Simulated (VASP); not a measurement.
Here is a VASP 6.6.1 calculation.

The input INCAR:

```
  PREC = Accurate
  ENCUT = 600
  EDIFF = 1E-6
  ISMEAR = -1
  SIGMA = 0.08
  LREAL = False
  LASPH = True
  NELM = 80
  ALGO = Normal
  ISIF = 3
  LWAVE = False
  LCHARG = False
  GGA = PE
  IBRION = 2
  NSW = 60
  EDIFFG = -0.005
  PSTRESS = 4000.0
```

Contents of KPOINTS:

```
regular mesh
0
Gamma
  22 22 22
```

The input POSCAR:

```
Al
1.0
    0.0000000000      1.5151246144      1.5151246144
    1.5151246144      0.0000000000      1.5151246144
    1.5151246144      1.5151246144      0.0000000000
Al
1
Direct
    0.0000000000      0.0000000000      0.0000000000
```

Potentials or basis: VASP PAW PBE potentials, release 64 (Al).

Run with:

```console
$ cat potpaw_PBE.64/Al/POTCAR > POTCAR
$ mpirun -np 1 vasp_std > vasp.out
```

Problem. Predict the space group after relaxing (to 0.05 Å).

Solution. Fm-3m (No. 225).

Problem. Predict the relaxed cell.

Solution. a = 2.145 Å, b = 2.145 Å, c = 2.145 Å, α = 60.00°, β = 60.00°, γ = 60.00°.

Problem. What does it give for the relaxed volume?

Solution. 6.98 Å³/atom.

Final structure:
```
CELL_PARAMETERS angstrom
0.00000 1.51656 1.51656
1.51656 0.00000 1.51656
1.51656 1.51656 0.00000
ATOMIC_POSITIONS crystal
Al 0.00000 0.00000 0.00000
```

Caveat: the cell is relaxed towards a set pressure, so the enthalpy falls and the energy may rise.
